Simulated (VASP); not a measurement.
Ta3N:

```
Ta N
1.0
     3.05231    0.00000    0.00000
    -1.52615    2.64337    0.00000
     0.00000    0.00000    7.57397
Ta N
3 1
Cartesian
  1.5262 0.8811 6.2566
  0.0000 1.7622 1.3173
  0.0000 0.0000 3.7870
  0.0000 0.0000 0.0000
```

Base run:

* Program: VASP 6.6.1
* Functional: r2SCAN
* Potentials or basis: VASP PAW PBE potentials, release 64 (Ta_pv, N)
* Cutoff: 520 eV
* k mesh: 10 × 10 × 4
* Occupations: fermi-dirac, width 0.05 eV
* Spin: no spin polarisation

Its results: band gap on the k mesh zero (band 19 reaches 6.68 eV, above the bottom of band 20 at 6.16 eV); pressure -7.9 GPa; largest force 0.120 eV/Å.

**Question.** The run is repeated on the same cell with these changes: functional from r2SCAN to PBE. What comes out?

**Answer.** Band gap on the k mesh zero (band 19 reaches 6.82 eV, above the bottom of band 20 at 6.21 eV); pressure -5.1 GPa; largest force 0.201 eV/Å.

Caveats: spin-orbit coupling is left out, which moves the levels of the heavy elements; the PAW data sets were made with another functional, which shifts forces and pressure a little (some runs).
